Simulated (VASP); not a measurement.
Here is a VASP 6.6.1 calculation.

The input INCAR:

```
PREC = Accurate
ENCUT = 600
EDIFF = 1E-6
ISMEAR = -1
SIGMA = 0.1
LREAL = False
LASPH = True
NELM = 120
ALGO = Normal
ISIF = 2
LWAVE = False
LCHARG = False
GGA = CA
NBANDS = 28
GGA_COMPAT = False
```

The input KPOINTS:

```
Automatic mesh
0
Gamma
  5 5 5
```

The input POSCAR:

```
KPbO3
1.0
    4.3607840000      0.0000000000      0.0000000000
    0.0000000000      4.3607840000      0.0000000000
    0.0000000000      0.0000000000      4.3607840000
K Pb O
1 1 3
Direct
    0.0000000000      0.0000000000      0.0000000000
    0.5000000000      0.5000000000      0.5000000000
    0.5000000000      0.5000000000      0.0000000000
    0.5000000000      0.0000000000      0.5000000000
    0.0000000000      0.5000000000      0.5000000000
```

Potentials or basis: VASP PAW LDA potentials, release 64 (K_sv, Pb_d, O).

The run is started by

```bash
$ cat potpaw_LDA.64/K_sv/POTCAR potpaw_LDA.64/Pb_d/POTCAR potpaw_LDA.64/O/POTCAR > POTCAR
$ mpirun -np 1 vasp_std > vasp.out
```

(1) What does it give for the pressure?

(2) What does it give for the band gap on the k mesh?

Answers

(1) -7.4 GPa.

(2) zero (an odd number of electrons rules out a gap without spin polarisation).

Caveat: the cell stands under tension; spin-orbit coupling is left out, which moves the levels of the heavy elements; an odd number of electrons without spin polarisation forces a metal; a magnetic or distorted state may lie lower.
